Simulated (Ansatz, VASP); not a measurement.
## Two plane-wave programs on Ta2Si

```
Ta Si
1.0
    -3.08776    3.08776    2.52364
     3.08776   -3.08776    2.52364
     3.08776    3.08776   -2.52364
Ta Si
4 2
Direct
  0.66359 0.83641 0.50000
  0.83641 0.33641 0.17281
  0.33641 0.16359 0.50000
  0.16359 0.66359 0.82719
  0.25000 0.25000 0.00000
  0.75000 0.75000 0.00000
```

Alike in both runs: task single point; functional PBEsol; k mesh 4 × 4 × 4; occupations gaussian, width 0.1 eV; no spin polarisation.

|  | VASP | Ansatz |
| --- | --- | --- |
| version | VASP 6.6.1 | Ansatz 0.2.0 |
| potentials or method | VASP PAW PBE potentials, release 64 (Ta_pv, Si), cutoff 520 eV | scalar-relativistic, plane waves, PAW |
| valence electrons in the cell | 52 | 60 |

```tsv
	VASP	Ansatz	Ansatz less VASP
gap on the k mesh at the Fermi level (eV)	none	none	-
pressure (GPa)	-2.6	-2.8	-0.24
traceless stress, the component that is largest in VASP (GPa)	1.01	1.03	+0.023
```

VASP's potentials were made for PBE, not for PBEsol. A gap of «none» marks a metal or a gap that the smearing closes. The functional is the same, so the differences come from potentials, cutoffs and numerics. VASP's potentials hold 52 valence electrons a cell and Ansatz's 60, so a difference there can come from the potentials and not from the codes.

The k mesh is coarse, so the values compare programs but aren't converged. Spin-orbit coupling is off throughout.
